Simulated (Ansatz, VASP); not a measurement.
# Two plane-wave programs on Ga3AsN2

```xyz
6
Lattice="3.6135 0.0000 0.0000 -1.8067 3.1294 0.0000 0.0000 0.0000 8.8512" Properties=species:S:1:pos:R:3 pbc="T T T"
Ga    1.8067    1.0431    7.3760
Ga    0.0000    0.0000    4.4256
Ga    0.0000    2.0862    1.4752
As    0.0000    0.0000    0.0000
N     0.0000    2.0862    5.9008
N     1.8067    1.0431    2.9504
```

Alike in both runs: task single point; functional PBE; k mesh 6 × 6 × 2; occupations gaussian, width 0.1 eV; no spin polarisation.

|  | VASP | Ansatz |
| --- | --- | --- |
| version | VASP 6.6.1 | Ansatz 0.2.0 |
| potentials or method | VASP PAW PBE potentials, release 64 (Ga_d, As, N), cutoff 520 eV | scalar-relativistic, plane waves, PAW |
| valence electrons in the cell | 54 | 64 |

Ansatz gave:

| Property | Result |
| --- | --- |
| gap on the k mesh at the Fermi level (eV) | none |
| pressure (GPa) | -14.0 |
| traceless stress, the component that is largest in VASP (GPa) | -0.14 |
| rms of the force components (eV/Å) | 0.932 |

Question: Which values does VASP return?

Answer: gap on the k mesh at the Fermi level (eV): none; pressure (GPa): -13.8; traceless stress, the component that is largest in VASP (GPa): -0.14; rms of the force components (eV/Å): 0.937.

Atom by atom the forces differ by 0.006 eV/Å (rms over components). A gap of «none» marks a metal or a gap that the smearing closes. The functional is the same, so the differences come from potentials, cutoffs and numerics. VASP's potentials hold 54 valence electrons a cell and Ansatz's 64, so a difference there can come from the potentials and not from the codes.
